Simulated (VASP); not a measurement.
Crystal: KF.

```xyz
2
Lattice="0.0000 2.9354 2.9941 2.9354 0.0000 2.9941 2.9354 2.9354 0.0000" Properties=species:S:1:pos:R:3 pbc="T T T"
K     0.0000    0.0000    0.0000
F     1.4677    1.4677    1.4971
```

This cell differs from its parent crystal: uniaxial z strain +2.0%.

Base run:

- Program: VASP 6.6.1
- Functional: r2SCAN
- Potentials or basis: VASP PAW PBE potentials, release 64 (K_sv, F)
- Cutoff: 520 eV
- k mesh: 8 × 8 × 8
- Occupations: gaussian, width 0.01 eV
- Spin: no spin polarisation

Its results: band gap on the k mesh 5.69 eV, indirect (least direct gap 5.88 eV); pressure -0.4 GPa.

Q: The run is repeated on the same cell with these changes: functional from r2SCAN to PBE; occupations from gaussian, width 0.01 eV to fermi-dirac, width 0.02 eV. What comes out?

A: Band gap on the k mesh 5.10 eV, indirect (least direct gap 5.30 eV); pressure 0.5 GPa.

Caveats: the PAW data sets were made with another functional, which shifts forces and pressure a little (some runs).

A k mesh can miss the band edges.
